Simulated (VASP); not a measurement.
# Ge (P4_32_12) in VASP: single point with LDA

Aim: the single point of Ge with LDA.

All numbers are computed with VASP 6.6.1; they aren't measurements. Logs are shortened: lines on timing, memory, paths and dates and some standing lists are left out, and cuts for length are marked.

**1. The cell of the first run**

It takes space group P4_32_12 (No. 96, tetragonal). The conventional cell has a = 5.937 Å, b = 5.937 Å, c = 7.081 Å, α = 90.00°, β = 90.00°, γ = 90.00°. Ge (site symmetry 2) has 4 Ge at 2.48 Å within 3.3 Å. Ge (site symmetry 1) has 4 Ge at 2.48 to 2.51 Å within 3.3 Å.

**2. Single point, LDA**

File INCAR:

```
PREC = Accurate ; ENCUT = 500
EDIFF = 1E-6 ; ISMEAR = 0
SIGMA = 0.1 ; LREAL = False
LASPH = True ; NELM = 120
ALGO = Normal ; ISIF = 2
LWAVE = False ; LCHARG = True
GGA = CA ; LELF = True
LVHAR = True ; NBANDS = 96
GGA_COMPAT = False
```

File KPOINTS:

```
Automatic mesh
0
Gamma
  4 4 4
```

File POSCAR:

```
Ge
1.0
    5.9372086600      0.0000000000      0.0000000000
    0.0000000000      5.9372086600      0.0000000000
    0.0000000000      0.0000000000      7.0806530000
Ge
12
Direct
    0.0856035700      0.0856035700      0.0000000000
    0.4143964300      0.5856035700      0.7500000000
    0.5856035700      0.4143964300      0.2500000000
    0.9143964300      0.9143964300      0.5000000000
    0.1694391000      0.3720959400      0.2454362400
    0.1279040600      0.6694391000      0.9954362400
    0.8720959400      0.3305609000      0.4954362400
    0.6694391000      0.1279040600      0.0045637600
    0.3305609000      0.8720959400      0.5045637600
    0.8305609000      0.6279040600      0.7454362400
    0.3720959400      0.1694391000      0.7545637600
    0.6279040600      0.8305609000      0.2545637600
```

Potentials or basis: VASP PAW LDA potentials, release 64 (Ge_d).

Started as:

```console
$ cat potpaw_LDA.64/Ge_d/POTCAR > POTCAR
$ mpirun -np 1 vasp_std > vasp.out
```

OUTCAR:

```text
PREC = Accurate
   ENCUT = 500
   EDIFF = 1E-6
   ISMEAR = 0
   LREAL = False
   LASPH = True
   NELM = 120
   ISIF = 2
   GGA = CA

 ion  position               nearest neighbor table
   1  0.086  0.086  0.000-   5 2.48  11 2.48   8 2.48   6 2.48
   2  0.414  0.586  0.750-   6 2.48   9 2.48  10 2.48  11 2.48
   3  0.586  0.414  0.250-   7 2.48   8 2.48   5 2.48  12 2.48
   4  0.914  0.914  0.500-  10 2.48  12 2.48   7 2.48   9 2.48
   5  0.169  0.372  0.245-   1 2.48   3 2.48   6 2.51   7 2.51
   6  0.128  0.669  0.995-   2 2.48   1 2.48   5 2.51  10 2.51
   7  0.872  0.331  0.495-   3 2.48   4 2.48   5 2.51  10 2.51
   8  0.669  0.128  0.005-   3 2.48   1 2.48  11 2.51  12 2.51
   9  0.331  0.872  0.505-   2 2.48   4 2.48  11 2.51  12 2.51
  10  0.831  0.628  0.745-   4 2.48   2 2.48   6 2.51   7 2.51
  11  0.372  0.169  0.755-   1 2.48   2 2.48   8 2.51   9 2.51
  12  0.628  0.831  0.255-   4 2.48   3 2.48   8 2.51   9 2.51

  LATTYP: Found a simple tetragonal cell.
 ALAT       =     5.9372086600
 C/A-ratio  =     1.1925895493

  Lattice vectors:

 A1 = (   5.9372086600,   0.0000000000,   0.0000000000)
 A2 = (   0.0000000000,   5.9372086600,   0.0000000000)
 A3 = (   0.0000000000,   0.0000000000,   7.0806530000)

Analysis of symmetry for initial positions (statically):
=====================================================================
 Subroutine PRICEL returns:
 Original cell was already a primitive cell.

 Routine SETGRP: Setting up the symmetry group for a
 simple tetragonal supercell.

 Subroutine GETGRP returns: Found  8 space group operations
 (whereof  2 operations were pure point group operations)
 out of a pool of 16 trial point group operations.

The static configuration has the point symmetry C_2 .
 The point group associated with its full space group is D_4 .

Analysis of symmetry for dynamics (positions and initial velocities):
=====================================================================
 Subroutine PRICEL returns:
 Original cell was already a primitive cell.

 Routine SETGRP: Setting up the symmetry group for a
 simple tetragonal supercell.

 Subroutine GETGRP returns: Found  8 space group operations
 (whereof  2 operations were pure point group operations)
 out of a pool of 16 trial point group operations.

The dynamic configuration has the point symmetry C_2 .
[... 122 lines left out ...]
   TEBEG  =    0.0;   TEEND  =   0.0 temperature during run
   PSTRESS=    0.0 pullay stress
   NELECT =     168.0000    total number of electrons
   NUPDOWN=      -1.0000    fix difference up-down
   EMIN   =  10.00;   EMAX   =-10.00  energy-range for DOS
   EFERMI =   0.00;   METHOD = LEGACY
   ISMEAR =     0;   SIGMA  =   0.10  broadening in eV -4-tet -1-fermi 0-gaus
   EFERMI_NEDOS =   21; number of points for ismear=-14 and -15
   IALGO  =     38    algorithm
   IMIX   =      4    mixing-type and parameters
     AMIX     =   0.40;   BMIX     =  1.00
     AMIX_MAG =   1.60;   BMIX_MAG =  1.00
  volume/ion in A,a.u.               =      20.80       140.36
  Fermi-wavevector in a.u.,A,eV,Ry     =   1.434714  2.711216 28.006283  2.058404
  Thomas-Fermi vector in A             =   2.554092
   LORBIT       =      0    0 simple, 1 ext, 2 COOP (PROOUT), +10 PAW based schemes
   GGA     = CA    functional components
   LHFCALC =     F    Hartree Fock is set to
   AEXX    =    0.0000 exact exchange contribution
   IVDW    =     0    specifies the selected vdW correction
   LEPSILON=     F    determine dielectric tensor
   LRPA    =     F    only Hartree local field effects (RPA)
 non-spin polarized calculation
 Gauss-broadening in eV      SIGMA  =   0.10
  energy-cutoff  :      500.00
  volume of cell :      249.60
 maximum number of plane-waves:      6368
 NGX is ok and might be reduce to    48
   NGX = 21   NGY = 21   NGZ = 25

 number of electron     167.9999986 magnetization

 Free energy of the ion-electron system (eV)
  ---------------------------------------------------
  ext. energy  EPLUGINS =         0.00000000
  ---------------------------------------------------
  free energy    TOTEN  =       -60.93482801 eV

  energy without entropy =      -60.93482801  energy(sigma->0) =      -60.93482801

 E-fermi :   5.2229     XC(G=0): -10.8578

 val. band max:        4.7617901085   @ k =   0.5000   0.0000   0.0000
 cond. band min:       5.6590325693   @ k =   0.5000   0.0000   0.5000
 fundamental gap:      0.8972424608
 Fermi energy:         5.2229458544

 k-point     1 :       0.0000    0.0000    0.0000
  band No.  band energies     occupation
      1     -19.5684      2.00000
      2     -19.5401      2.00000
      3     -19.5401      2.00000
      4     -19.5246      2.00000
      5     -19.5174      2.00000
      6     -19.5174      2.00000
[... 1771 lines left out ...]
     95       8.8939      0.00000
     96       8.8939      0.00000

------------------------ aborting loop because EDIFF is reached ----------------------------------------

  FORCE on cell =-STRESS in cart. coord.  units (eV):
  Direction    XX          YY          ZZ          XY          YZ          ZX
  --------------------------------------------------------------------------------------
  -------------------------------------------------------------------------------------
  Total       -3.5579318     -3.5579318     -3.2973434      0.0000000     -0.0000000     -0.0000000
  in kB      -22.8386414    -22.8386414    -21.1659039      0.0000000     -0.0000000     -0.0000000
  external PRESSURE =     -22.2810623 kB  Pullay stress =       0.0000000 kB

 VOLUME and BASIS-vectors are now :
 -----------------------------------------------------------------------------
  energy-cutoff  :      500.00
  volume of cell :      249.60
      direct lattice vectors                 reciprocal lattice vectors
     5.937208660  0.000000000  0.000000000     0.168429317  0.000000000  0.000000000
     0.000000000  5.937208660  0.000000000     0.000000000  0.168429317  0.000000000
     0.000000000  0.000000000  7.080653000     0.000000000  0.000000000  0.141229912

 POSITION                                       TOTAL-FORCE (eV/Angst)
 -----------------------------------------------------------------------------------
      0.50825      0.50825      0.00000         0.014221      0.014221     -0.000000
      2.46036      3.47685      5.31049        -0.014221      0.014221     -0.000000
      3.47685      2.46036      1.77016         0.014221     -0.014221     -0.000000
      5.42896      5.42896      3.54033        -0.014221     -0.014221     -0.000000
      1.00600      2.20921      1.73785        -0.033427     -0.017661      0.028682
      0.75939      3.97460      7.04834         0.017661     -0.033427      0.028682
      5.17782      1.96261      3.50801        -0.017661      0.033427      0.028682
      3.97460      0.75939      0.03231        -0.033427      0.017661     -0.028682
      1.96261      5.17782      3.57264         0.033427     -0.017661     -0.028682
      4.93121      3.72800      5.27818         0.033427      0.017661      0.028682
      2.20921      1.00600      5.34280        -0.017661     -0.033427     -0.028682
      3.72800      4.93121      1.80248         0.017661      0.033427     -0.028682
 -----------------------------------------------------------------------------------
    total drift:                                0.000000     -0.000000     -0.000000

  FREE ENERGIE OF THE ION-ELECTRON SYSTEM (eV)
  ---------------------------------------------------
  free  energy   TOTEN  =       -60.9348280085 eV

  energy  without entropy=      -60.9348280085  energy(sigma->0) =      -60.93482801
```

stdout:

```text
POSCAR found type information on POSCAR Ge
 POSCAR found :  1 types and      12 ions
 scaLAPACK will be used
 LDA part: xc-table for (Slater(with rela. corr.)+CA(PZ))
 , standard interpolation
 POSCAR, INCAR and KPOINTS ok, starting setup
 FFT: planning ... GRIDC
 FFT: planning ... GRID_SOFT
 FFT: planning ... GRID
 WAVECAR not read
 entering main loop
```

It took 9 min on 1 thread of Intel Xeon 8259CL, shared host; peak memory 0.42 GiB.

Results:

```
Free energy            : -60.9348 eV
Pressure               : -2.2 GPa
Largest force          : 0.047 eV/Å
Band gap on the k mesh : 0.90 eV (least direct gap 1.21 eV)
```

Forces on the atoms (eV/Å):
```
Ge   0.014  0.014  0.000
Ge  -0.014  0.014  0.000
Ge   0.014 -0.014  0.000
Ge  -0.014 -0.014  0.000
Ge  -0.033 -0.018  0.029
Ge   0.018 -0.033  0.029
Ge  -0.018  0.033  0.029
Ge  -0.033  0.018 -0.029
Ge   0.033 -0.018 -0.029
Ge   0.033  0.018  0.029
Ge  -0.018 -0.033 -0.029
Ge   0.018  0.033 -0.029
```

Levels at points of the mesh, in eV from the valence-band top:
| k point | band 80 | band 81 | band 82 | band 83 | band 84 | band 85 | band 86 | band 87 | band 88 | band 89 |
| --- | --- | --- | --- | --- | --- | --- | --- | --- | --- | --- |
| (0.00, 0.00, 0.00) | -1.68 | -0.87 | -0.82 | -0.82 | -0.13 | 1.53 | 1.77 | 1.77 | 2.70 | 3.62 |
| (0.50, 0.00, 0.00) | -1.63 | -0.51 | -0.51 | 0.00 | 0.00 | 1.34 | 1.34 | 2.27 | 2.27 | 2.62 |
| (0.50, 0.50, 0.00) | -0.99 | -0.35 | -0.35 | -0.01 | -0.01 | 1.21 | 1.21 | 1.67 | 1.67 | 2.06 |
| (0.00, 0.00, 0.50) | -1.69 | -1.03 | -1.03 | -0.64 | -0.64 | 0.92 | 0.92 | 1.77 | 1.77 | 3.43 |
| (0.50, 0.00, 0.50) | -0.94 | -0.71 | -0.71 | -0.46 | -0.46 | 0.90 | 0.90 | 1.44 | 1.44 | 2.61 |
| (0.50, 0.50, 0.50) | -1.23 | -0.90 | -0.90 | -0.90 | -0.90 | 1.41 | 1.41 | 1.41 | 1.41 | 2.14 |

A k mesh can miss the band edges.
